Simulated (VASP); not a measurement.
# Al in VASP: a series of runs, part 2 of 2

VASP 6.6.1. Earlier steps stand in the parts before.

## 4. Single point, PBE, collinear spin

This run uses another cell than the first one: it holds 4 atoms, not 1.

Contents of INCAR:

```
SYSTEM = Al
ALGO = Normal ; EDIFF = 1E-6
ENCUT = 520 ; GGA = PE
ISIF = 2 ; ISMEAR = 0
ISPIN = 2 ; LASPH = .TRUE.
LCHARG = .FALSE. ; LORBIT = 11
LREAL = .FALSE. ; LWAVE = .FALSE.
MAGMOM = 0.5 0.5 0.5 0.5 ; NBANDS = 18
NELM = 150 ; PREC = Accurate
SIGMA = 0.05
```

Contents of KPOINTS:

```
k-points
0
G
  1 1 13
  0 0 0
```

Contents of POSCAR:

```
Al
1.0
   11.7000000000      0.0000000000      0.0000000000
    0.0000000000      9.3000000000      0.0000000000
    0.0000000000      0.0000000000      5.0164853567
Al
4
Direct
    0.3850420737      0.5000000000      0.0000000000
    0.3850420737      0.5000000000      0.5000000000
    0.6149579263      0.5000000000      0.0000000000
    0.6149579263      0.5000000000      0.5000000000
```

Potentials or basis: VASP PAW PBE potentials, release 64 (Al).

Started as:

```
> cat potpaw_PBE.64/Al/POTCAR > POTCAR
> mpirun -np 1 vasp_std > vasp.out
```

OUTCAR:

```text
SYSTEM = Al
   EDIFF = 1E-6
   ENCUT = 520
   GGA = PE
   ISIF = 2
   ISMEAR = 0
   ISPIN = 2
   LASPH = .TRUE.
   LORBIT = 11
   LREAL = .FALSE.
   NELM = 150
   PREC = Accurate

 ion  position               nearest neighbor table
   1  0.385  0.500  0.000-   2 2.51   2 2.51   3 2.69
   2  0.385  0.500  0.500-   1 2.51   1 2.51   4 2.69
   3  0.615  0.500  0.000-   4 2.51   4 2.51   1 2.69
   4  0.615  0.500  0.500-   3 2.51   3 2.51   2 2.69

  LATTYP: Found a simple orthorhombic cell.
 ALAT       =     5.0164853567
 B/A-ratio  =     1.8538876003
 C/A-ratio  =     2.3323102069

  Lattice vectors:

 A1 = (   0.0000000000,   0.0000000000,  -5.0164853567)
 A2 = (   0.0000000000,   9.3000000000,   0.0000000000)
 A3 = (  11.7000000000,   0.0000000000,   0.0000000000)

Analysis of symmetry for initial positions (statically):
=====================================================================
 Subroutine PRICEL returns following result:
[... 511 lines left out ...]

  FORCE on cell =-STRESS in cart. coord.  units (eV):
  Direction    XX          YY          ZZ          XY          YZ          ZX
  --------------------------------------------------------------------------------------
  -------------------------------------------------------------------------------------
  Total       -0.1075575      0.1065698     -0.0745450      0.0000000     -0.0000000      0.0000000
  in kB       -0.3157061      0.3128069     -0.2188068      0.0000000     -0.0000000      0.0000000
  external PRESSURE =      -0.0739020 kB  Pullay stress =       0.0000000 kB

 VOLUME and BASIS-vectors are now :
 -----------------------------------------------------------------------------
  energy-cutoff  :      520.00
  volume of cell :      545.84
      direct lattice vectors                 reciprocal lattice vectors
    11.700000000  0.000000000  0.000000000     0.085470085  0.000000000  0.000000000
     0.000000000  9.300000000  0.000000000     0.000000000  0.107526882  0.000000000
     0.000000000  0.000000000  5.016485357     0.000000000  0.000000000  0.199342753

 POSITION                                       TOTAL-FORCE (eV/Angst)
 -----------------------------------------------------------------------------------
      4.50499      4.65000      0.00000         0.001597     -0.000000     -0.000000
      4.50499      4.65000      2.50824         0.001597     -0.000000      0.000000
      7.19501      4.65000      0.00000        -0.001597      0.000000      0.000000
      7.19501      4.65000      2.50824        -0.001597      0.000000     -0.000000
 -----------------------------------------------------------------------------------
    total drift:                                0.000000      0.000000      0.000000

  FREE ENERGIE OF THE ION-ELECTRON SYSTEM (eV)
  ---------------------------------------------------
  free  energy   TOTEN  =        -9.9786746359 eV

  energy  without entropy=       -9.9743549798  energy(sigma->0) =       -9.97651481

 total charge

# of ion       s       p       d       tot
------------------------------------------
    1        0.492   0.308   0.000   0.800
    2        0.492   0.308   0.000   0.800
    3        0.492   0.308   0.000   0.800
    4        0.492   0.308   0.000   0.800
--------------------------------------------------
tot          1.967   1.232   0.000   3.199

 magnetization (x)

# of ion       s       p       d       tot
------------------------------------------
    1        0.000   0.001   0.000   0.001
    2        0.000   0.001   0.000   0.001
    3        0.000   0.001   0.000   0.001
    4        0.000   0.001   0.000   0.001
--------------------------------------------------
tot          0.000   0.002   0.000   0.002
```

stdout:

```text
POSCAR found type information on POSCAR Al
 POSCAR found :  1 types and       4 ions
 scaLAPACK will be used
 LDA part: xc-table for (Slater+PW92), standard interpolation
 POSCAR, INCAR and KPOINTS ok, starting setup
 FFT: planning ... GRIDC
 FFT: planning ... GRID_SOFT
 FFT: planning ... GRID
 WAVECAR not read
 entering main loop
```

Run time: 6 min. Hardware: 1 thread of Intel Xeon 8259CL, shared host; peak memory 0.75 GiB.

Results:

* Free energy: -9.9787 eV
* Band gap on the k mesh: zero (filled and empty bands overlap)
* Net moment: 0.01 μB per cell
* Valence electrons inside the program's atomic spheres: Al 0.80

## 5. Single point, PBE, collinear spin

This run uses another cell than the first one: it holds 4 atoms, not 1.

Contents of INCAR:

```
SYSTEM = Al
PREC = Accurate
ENCUT = 520
EDIFF = 1E-6
ISMEAR = 0
SIGMA = 0.05
LREAL = .FALSE.
LASPH = .TRUE.
NELM = 150
ALGO = Normal
ISIF = 2
LWAVE = .FALSE.
LCHARG = .FALSE.
ISPIN = 2
MAGMOM = 0.5 0.5 0.5 0.5
LORBIT = 11
GGA = PE
NBANDS = 18
```

Contents of KPOINTS:

```
Automatic mesh
0
G
  1 1 13
  0 0 0
```

Contents of POSCAR:

```
Al
1.0
   11.7000000000      0.0000000000      0.0000000000
    0.0000000000      9.3000000000      0.0000000000
    0.0000000000      0.0000000000      5.1439347645
Al
4
Direct
    0.3845912072      0.5000000000      0.0000000000
    0.3845912072      0.5000000000      0.5000000000
    0.6154087928      0.5000000000      0.0000000000
    0.6154087928      0.5000000000      0.5000000000
```

Potentials or basis: VASP PAW PBE potentials, release 64 (Al).

Started as:

```
> cat potpaw_PBE.64/Al/POTCAR > POTCAR
> mpirun -np 1 vasp_std > vasp.out
```

OUTCAR:

```text
SYSTEM = Al
   PREC = Accurate
   ENCUT = 520
   EDIFF = 1E-6
   ISMEAR = 0
   LREAL = .FALSE.
   LASPH = .TRUE.
   NELM = 150
   ISIF = 2
   ISPIN = 2
   LORBIT = 11
   GGA = PE

 ion  position               nearest neighbor table
   1  0.385  0.500  0.000-   2 2.57   2 2.57   3 2.70
   2  0.385  0.500  0.500-   1 2.57   1 2.57   4 2.70
   3  0.615  0.500  0.000-   4 2.57   4 2.57   1 2.70
   4  0.615  0.500  0.500-   3 2.57   3 2.57   2 2.70

  LATTYP: Found a simple orthorhombic cell.
 ALAT       =     5.1439347645
 B/A-ratio  =     1.8079544990
 C/A-ratio  =     2.2745234020

  Lattice vectors:

 A1 = (   0.0000000000,   0.0000000000,  -5.1439347645)
 A2 = (   0.0000000000,   9.3000000000,   0.0000000000)
 A3 = (  11.7000000000,   0.0000000000,   0.0000000000)

Analysis of symmetry for initial positions (statically):
=====================================================================
 Subroutine PRICEL returns following result:

  LATTYP: Found a simple orthorhombic cell.
 ALAT       =     2.5719673822
 B/A-ratio  =     3.6159089980
[... 511 lines left out ...]
  Direction    XX          YY          ZZ          XY          YZ          ZX
  --------------------------------------------------------------------------------------
  -------------------------------------------------------------------------------------
  Total       -0.8736359      0.1140608     -2.3859616      0.0000000     -0.0000000      0.0000000
  in kB       -2.5007874      0.3264997     -6.8298282      0.0000000     -0.0000000      0.0000000
  external PRESSURE =      -3.0013720 kB  Pullay stress =       0.0000000 kB

 VOLUME and BASIS-vectors are now :
 -----------------------------------------------------------------------------
  energy-cutoff  :      520.00
  volume of cell :      559.71
      direct lattice vectors                 reciprocal lattice vectors
    11.700000000  0.000000000  0.000000000     0.085470085  0.000000000  0.000000000
     0.000000000  9.300000000  0.000000000     0.000000000  0.107526882  0.000000000
     0.000000000  0.000000000  5.143934764     0.000000000  0.000000000  0.194403710

 POSITION                                       TOTAL-FORCE (eV/Angst)
 -----------------------------------------------------------------------------------
      4.49972      4.65000      0.00000         0.143334     -0.000000     -0.000000
      4.49972      4.65000      2.57197         0.143334     -0.000000      0.000000
      7.20028      4.65000      0.00000        -0.143334      0.000000      0.000000
      7.20028      4.65000      2.57197        -0.143334      0.000000      0.000000
 -----------------------------------------------------------------------------------
    total drift:                               -0.000000     -0.000000      0.000000

  FREE ENERGIE OF THE ION-ELECTRON SYSTEM (eV)
  ---------------------------------------------------
  free  energy   TOTEN  =        -9.9416893338 eV

  energy  without entropy=       -9.9367629321  energy(sigma->0) =       -9.93922613

 total charge

# of ion       s       p       d       tot
------------------------------------------
    1        0.495   0.291   0.000   0.786
    2        0.495   0.291   0.000   0.786
    3        0.495   0.291   0.000   0.786
    4        0.495   0.291   0.000   0.786
--------------------------------------------------
tot          1.980   1.165   0.000   3.145

 magnetization (x)

# of ion       s       p       d       tot
------------------------------------------
    1       -0.000  -0.000   0.000  -0.000
    2       -0.000  -0.000   0.000  -0.000
    3       -0.000  -0.000   0.000  -0.000
    4       -0.000  -0.000   0.000  -0.000
--------------------------------------------------
tot         -0.000  -0.000   0.000  -0.000
```

stdout:

```text
POSCAR found type information on POSCAR Al
 POSCAR found :  1 types and       4 ions
 scaLAPACK will be used
 LDA part: xc-table for (Slater+PW92), standard interpolation
 POSCAR, INCAR and KPOINTS ok, starting setup
 FFT: planning ... GRIDC
 FFT: planning ... GRID_SOFT
 FFT: planning ... GRID
 WAVECAR not read
 entering main loop
```

Wall time 5.6 min (1 thread of Intel Xeon 8259CL, shared host); peak memory 0.75 GiB.

What came out:

```
Free energy                                           : -9.9417 eV
Largest force                                         : 0.143 eV/Å
Band gap on the k mesh                                : zero (filled and empty bands overlap)
Net moment                                            : 0.00 μB per cell
Valence electrons inside the program's atomic spheres : Al 0.79
```

Forces in eV/Å, atoms in the order of the input:
```
Al   0.143  0.000  0.000
Al   0.143  0.000  0.000
Al  -0.143  0.000  0.000
Al  -0.143  0.000  0.000
```

## 6. Overview

```csv
cell,k mesh,gap on the mesh (eV),moment (μB)
"a = 9.000, b = 9.300, c = 2.419 Å, 1 atom, atomic positions A",1 × 1 × 25,none,0.12
"a = 9.000, b = 9.300, c = 2.572 Å, 1 atom, atomic positions A",1 × 1 × 25,none,0.60
"a = 11.700, b = 9.300, c = 5.016 Å, 4 atoms, atomic positions B",1 × 1 × 13,none,0.01
"a = 11.700, b = 9.300, c = 5.144 Å, 4 atoms, atomic positions C",1 × 1 × 13,none,0.00
```

Alike in all rows: task single point; level PBE; potentials or basis VASP PAW PBE potentials, release 64 (Al); spin collinear; cutoff (eV) 520; smearing gaussian 0.05 eV.

Caveats: a moment this small can come from the mesh or the smearing (at least some runs).

Total energies depend on the potentials used, so only differences within one code and one set of settings carry meaning.
